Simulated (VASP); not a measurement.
Write the native input for VASP 6.6.1 that does the following.

| Quantity | Value |
| --- | --- |
| Task | single point |
| Functional | LDA |
| Potentials or basis | VASP PAW LDA potentials, release 64 (C) |
| Cutoff | 520 eV |
| k mesh | 12 × 12 × 12 |
| Occupations | gaussian, width 0.05 eV |
| Spin | no spin polarisation |
| Dipole correction | no |
| Further INCAR settings | ALGO = Normal; EDIFF = 1e-06; NBANDS = 11 |

The structure of C lies in POSCAR:

```
C
1.0
    1.1973256878      0.6912763082      3.1796602974
   -1.1973256878      0.6912763082      3.1796602974
    0.0000000000     -1.3825526163      3.1796602974
C
2
Direct
    0.1640000000      0.1640000000      0.1640000000
    0.8360000000      0.8360000000      0.8360000000
```

This cell differs from its parent crystal: strain -0.025 along x and y, -0.050 along z.

One way to write it, as run:

INCAR

```
SYSTEM = C
PREC = Accurate ; ENCUT = 520
EDIFF = 1E-6 ; ISMEAR = 0
SIGMA = 0.05 ; LREAL = .FALSE.
LASPH = .TRUE. ; NELM = 80
ALGO = Normal ; ISIF = 2
LWAVE = .FALSE. ; LCHARG = .FALSE.
GGA = CA ; NBANDS = 11
```

KPOINTS

```
Automatic mesh
0
G
  12 12 12
  0 0 0
```

Potentials or basis: VASP PAW LDA potentials, release 64 (C).

Command:

```sh
$ cat potpaw_LDA.64/C/POTCAR > POTCAR
$ mpirun -np 1 vasp_std > vasp.out
```

It gave:

```yaml
Pressure: 21.7 GPa
Largest_force: 0.808 eV/Å
Band_gap_on_the_k_mesh: 0.99 eV, direct
```

Caveat: the cell differs from its parent crystal (strain -0.025 along x and y, -0.050 along z).

It took 20 s on 1 thread of Intel(R) Xeon(R) 6975P-C (Granite Rapids) (shared host), peak memory 0.14 GiB.
